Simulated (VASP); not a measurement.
Wanted: the native input for a VASP 6.6.1 run.

```yaml
Task: single point
Functional: PBE
Potentials_or_basis: VASP PAW PBE potentials, release 64 (Al, B, N)
Cutoff: 520 eV
k_mesh: 4 × 4 × 6
Occupations: gaussian, width 0.1 eV
Spin: no spin polarisation
Dipole_correction: no
Further_INCAR_settings: ALGO = Normal; EDIFF = 1e-06; NBANDS = 21
```

The structure of Al2BN3 lies in POSCAR:

```
Al2BN3
1.0
    2.5353349319     -4.3316910713      0.0227061878
    2.5353349319      4.3316910713      0.0227061878
   -1.6548812246      0.0000000000      2.6362258522
Al B N
2 1 3
Direct
    0.6211443253     -0.0486650595     -0.1416892634
   -0.0486650595      0.6211443253     -0.1416892634
    0.3407624559      0.3407624559      0.0437857964
    0.3690074605      0.6699586611      0.1201014386
    0.0504931168      0.0504931168      0.0074927332
    0.6699586611      0.3690074605      0.1201014386
```

These files were run (other wordings do the same):

INCAR

```
SYSTEM = Al2BN3
ALGO = Normal ; EDIFF = 1E-6
ENCUT = 520 ; GGA = PE
ISIF = 2 ; ISMEAR = 0
LASPH = .TRUE. ; LCHARG = .TRUE.
LELF = .TRUE. ; LREAL = .FALSE.
LVHAR = .TRUE. ; LWAVE = .FALSE.
NBANDS = 21 ; NELM = 60
PREC = Accurate ; SIGMA = 0.1
```

KPOINTS

```
k-points
0
G
  4 4 6
  0 0 0
```

Potentials or basis: VASP PAW PBE potentials, release 64 (Al, B, N).

Run with:

```bash
$ cat potpaw_PBE.64/Al/POTCAR potpaw_PBE.64/B/POTCAR potpaw_PBE.64/N/POTCAR > POTCAR
$ mpirun -np 1 vasp_std > vasp.out
```

Results of the run:

```
Pressure               : -0.1 GPa
Largest force          : 0.022 eV/Å
Band gap on the k mesh : 2.84 eV (least direct gap 3.60 eV)
```

Run time: 34 s on 1 thread of Intel(R) Xeon(R) Platinum 8124M CPU @ 3.00GHz (Skylake/Cascade Lake), with other jobs on the host, peak memory 0.2 GiB.
